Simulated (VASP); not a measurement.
A run of VASP 6.6.1:

File INCAR:

```
PREC = Accurate
ENCUT = 600
EDIFF = 1E-7
ISMEAR = 0
SIGMA = 0.1
LREAL = False
LASPH = True
NELM = 100
ALGO = Normal
ISIF = 3
LWAVE = False
LCHARG = False
GGA = CA
IBRION = 2
NSW = 100
EDIFFG = -0.05
```

KPOINTS

```
Automatic mesh
0
Gamma
  8 8 8
```

The input POSCAR:

```
Mo
1.0
   -1.5838089700      1.5838089700      1.5838089700
    1.5838089700     -1.5838089700      1.5838089700
    1.5838089700      1.5838089700     -1.5838089700
Mo
1
Direct
    0.0000000000      0.0000000000      0.0000000000
```

Potentials or basis: VASP PAW LDA potentials, release 64 (Mo_sv).

Command:

```console
$ cat potpaw_LDA.64/Mo_sv/POTCAR > POTCAR
$ mpirun -np 1 vasp_std > vasp.out
```

Hardware: 1 thread of Intel(R) Xeon(R) Platinum 8488C (Sapphire Rapids) (shared host).

**Question.** Estimate the wall time of this run.

**Answer.** Wall time 9.2 s on 1 thread of Intel(R) Xeon(R) Platinum 8488C (Sapphire Rapids) (shared host), peak memory 0.13 GiB. Counts: scf iterations 32, k points 29, ion steps 4.
